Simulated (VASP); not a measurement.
# Fe (Im-3m) in VASP: further runs, part 2 of 2

VASP 6.6.1. Earlier steps stand in the parts before.

### 3 Relaxation of cell and atoms, PBEsol, collinear spin, ferromagnetic start

This run uses another cell than the first one, of 10.84 Å³/atom, 1.007 times its volume.

File INCAR:

```
ALGO = Normal
EDIFF = 1E-6
EDIFFG = -0.005
ENCUT = 600
GGA = PS
IBRION = 2
ISIF = 3
ISMEAR = -1
ISPIN = 2
LASPH = T
LCHARG = F
LMAXMIX = 4
LORBIT = 11
LREAL = F
LWAVE = F
MAGMOM = 2.5
NELM = 150
NSW = 60
PREC = Accurate
SIGMA = 0.1
```

File KPOINTS:

```
k-points
0
Gamma
  19 19 19
```

File POSCAR:

```
Fe
1.0
   -1.3940650116      1.3940650116      1.3940650116
    1.3940650116     -1.3940650116      1.3940650116
    1.3940650116      1.3940650116     -1.3940650116
Fe
1
Direct
    0.0000000000      0.0000000000      0.0000000000
```

Potentials or basis: VASP PAW PBE potentials, release 64 (Fe).

On the command line:

```bash
$ cat potpaw_PBE.64/Fe/POTCAR > POTCAR
$ mpirun -np 1 vasp_std > vasp.out
```

OUTCAR:

```text
EDIFF = 1E-6
   EDIFFG = -0.005
   ENCUT = 600
   GGA = PS
   IBRION = 2
   ISIF = 3
   ISMEAR = -1
   ISPIN = 2
   LASPH = T
   LORBIT = 11
   LREAL = F
   NELM = 150
   NSW = 60
   PREC = Accurate

 ion  position               nearest neighbor table
   1  0.000  0.000  0.000-

  LATTYP: Found a body centered cubic cell.
 ALAT       =     2.7881300232

  Lattice vectors:

 A1 = (  -1.3940650116,   1.3940650116,   1.3940650116)
 A2 = (   1.3940650116,  -1.3940650116,   1.3940650116)
 A3 = (   1.3940650116,   1.3940650116,  -1.3940650116)

Analysis of symmetry for initial positions (statically):
=====================================================================
 Subroutine PRICEL returns:
 Original cell was already a primitive cell.

 Routine SETGRP: Setting up the symmetry group for a
 body centered cubic supercell.

 Subroutine GETGRP returns: Found 48 space group operations
 (whereof 48 operations were pure point group operations)
 out of a pool of 48 trial point group operations.

The static configuration has the point symmetry O_h .

Analysis of symmetry for dynamics (positions and initial velocities):
=====================================================================
 Subroutine PRICEL returns:
 Original cell was already a primitive cell.

 Routine SETGRP: Setting up the symmetry group for a
 body centered cubic supercell.

[... 232 lines left out ...]
--------------------------------------- Ionic step        3  -------------------------------------------

 number of electron       8.0000000 magnetization       2.1078725

 Free energy of the ion-electron system (eV)
  ---------------------------------------------------
  ext. energy  EPLUGINS =         0.00000000
  ---------------------------------------------------
  free energy    TOTEN  =        -8.93315777 eV

  energy without entropy =       -8.90074856  energy(sigma->0) =       -8.91695317

 E-fermi :   6.2143     XC(G=0): -13.5537

 val. band max:        6.2087932882   @ k =  -0.3684   0.4737   0.2632
 cond. band min:       6.2175296392   @ k =  -0.1579   0.1579   0.0526
 fundamental gap:      0.0087363510
 Fermi energy:         6.2142741057

 spin component 1

 k-point     1 :       0.0000    0.0000    0.0000
  band No.  band energies     occupation
      1      -2.6354      1.00000
      2       3.7767      1.00000
      3       3.7767      1.00000
      4       3.7767      1.00000
      5       5.1403      0.99998
      6       5.1403      0.99998
      7      31.5704      0.00000
      8      31.5704      0.00000
      9      31.5704      0.00000
[... 265 lines left out ...]
 k-point    24 :       0.3158    0.1053   -0.0000
  band No.  band energies     occupation
      1       1.1222      1.00000
      2       2.8011      1.00000
      3       3.9601      1.00000
      4       5.0886      0.99999
      5       5.4838      0.99933
      6       6.8356      0.00200
      7      17.3675      0.00000
      8      23.6896      0.00000
      9      27.2047      0.00000

 [... further k-points ...]

 spin component 2

 k-point     1 :       0.0000    0.0000    0.0000
  band No.  band energies     occupation
      1      -2.3672      1.00000
      2       5.6172      0.99745
      3       5.6173      0.99745
      4       5.6173      0.99745
      5       7.7094      0.00000
      6       7.7095      0.00000
      7      31.5007      0.00000
      8      31.5007      0.00000
      9      31.5007      0.00000
[... 304 lines left out ...]
  FREE ENERGIE OF THE ION-ELECTRON SYSTEM (eV)
  ---------------------------------------------------
  free  energy   TOTEN  =        -8.9331577727 eV

  energy  without entropy=       -8.9007485593  energy(sigma->0) =       -8.91695317

 reached required accuracy - stopping structural energy minimisation

 total charge

# of ion       s       p       d       tot
------------------------------------------
    1        0.511   0.589   6.278   7.378

 magnetization (x)

# of ion       s       p       d       tot
------------------------------------------
    1       -0.012  -0.049   2.150   2.089
```

OSZICAR:

```text
N       E                     dE             d eps       ncg     rms          rms(c)
DAV:   1     0.173997391870E+02    0.17400E+02   -0.45543E+03  8208   0.122E+03
DAV:   2    -0.975374591297E+01   -0.27153E+02   -0.25552E+02  8022   0.139E+02
[... 20 lines left out ...]
DAV:   1    -0.893334684069E+01   -0.20642E-03   -0.41683E-03  8259   0.117E+00    0.132E-01
DAV:   2    -0.893317710398E+01    0.16974E-03   -0.18456E-03  8333   0.656E-01    0.111E-01
DAV:   3    -0.893316171430E+01    0.15390E-04   -0.10574E-04  8443   0.167E-01    0.427E-02
DAV:   4    -0.893315964600E+01    0.20683E-05   -0.10631E-06  4772   0.173E-02    0.913E-03
DAV:   5    -0.893315771617E+01    0.19298E-05   -0.21596E-06  6391   0.143E-02    0.137E-03
DAV:   6    -0.893315777270E+01   -0.56529E-07   -0.52744E-08  3979   0.259E-03
   3 F= -.89331578E+01 E0= -.89169532E+01  d E =-.575691E-05  mag=     2.1079
```

CONTCAR:

```text
Fe
   1.00000000000000
    -1.3936698416685545    1.3936698416685545    1.3936698416685545
     1.3936698416685545   -1.3936698416685545    1.3936698416685545
     1.3936698416685545    1.3936698416685545   -1.3936698416685545
  Fe
     1
Direct
     0.0000000000000000    0.0000000000000000    0.0000000000000000

  0.00000000E+00  0.00000000E+00  0.00000000E+00
```

Run time: 2.8 min. Hardware: 1 thread of AMD EPYC 7R13, shared host; peak memory 0.14 GiB.

Results:

```yaml
Free_energy: -8.9332 eV
Relaxed_volume: 10.83 Å³/atom
Relaxed_cell: a = 2.414 Å, b = 2.414 Å, c = 2.414 Å, α = 109.47°, β = 109.47°, γ = 109.47°
Space_group_after_relaxing_to_0.05_Å: Im-3m (No. 229)
Energy_gained_by_relaxing: 0.0 meV/atom
Ionic_steps: 3
Pressure_after_relaxing: 0.0 GPa
Net_moment: 2.11 μB per cell
Site_moments: Fe +2.09 μB
Valence_electrons_inside_the_program's_atomic_spheres: Fe 7.38
```

Final structure:
```yaml
crystal:
  lattice:
    - [-1.39367, 1.39367, 1.39367]
    - [1.39367, -1.39367, 1.39367]
    - [1.39367, 1.39367, -1.39367]
  atoms:
    - { symbol: Fe, position: [0.00000, 0.00000, 0.00000] }
```

Levels at points of the mesh, in eV from the Fermi level:
Spin up:
```csv
k point,band 2,band 3,band 4,band 5,band 6,band 7,band 8,band 9
"(0.00, 0.00, 0.00)",-2.44,-2.44,-2.44,-1.07,-1.07,25.36,25.36,25.36
```
Spin down:
```tsv
k point	band 1	band 2	band 3	band 4	band 5	band 6
(0.00, 0.00, 0.00)	-8.58	-0.60	-0.60	-0.60	1.50	1.50
```

Caveat: the PAW data sets were made with another functional, which shifts forces and pressure a little.
